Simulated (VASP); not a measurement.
Write the native input for VASP 6.6.1 that does the following.

```yaml
Task: single point
Functional: PBEsol
Potentials_or_basis: VASP PAW PBE potentials, release 64 (Au)
Cutoff: 520 eV
k_mesh: 12 × 12 × 12
Occupations: fermi-dirac, width 0.06 eV
Spin: no spin polarisation
Dipole_correction: no
Further_INCAR_settings: ALGO = Normal; EDIFF = 1e-06; NBANDS = 12
```

The structure of Au lies in POSCAR:

```
Au
1.0
    0.0000000000      2.0362410000      2.0362410000
    2.0362410000      0.0000000000      2.0362410000
    2.0362410000      2.0362410000      0.0000000000
Au
1
Direct
    0.0000000000      0.0000000000      0.0000000000
```

These files were run (other wordings do the same):

INCAR

```
SYSTEM = Au
PREC = Accurate ; ENCUT = 520
EDIFF = 1E-6 ; ISMEAR = -1
SIGMA = 0.06 ; LREAL = .False.
LASPH = .True. ; NELM = 100
ALGO = Normal ; ISIF = 2
LWAVE = .False. ; LCHARG = .False.
GGA = PS ; NBANDS = 12
```

KPOINTS

```
Automatic mesh
0
Gamma
  12 12 12
  0 0 0
```

Potentials or basis: VASP PAW PBE potentials, release 64 (Au).

Command:

```sh
$ cat potpaw_PBE.64/Au/POTCAR > POTCAR
$ mpirun -np 1 vasp_std > vasp.out
```

It gave:

```json
{
 "Pressure": "1.1 GPa"
}
```

Caveat: the PAW data sets were made with another functional, which shifts forces and pressure a little.

Wall time 5.7 s on 1 thread of Intel Xeon 6975P-C, with other jobs on the host, peak memory 0.15 GiB.
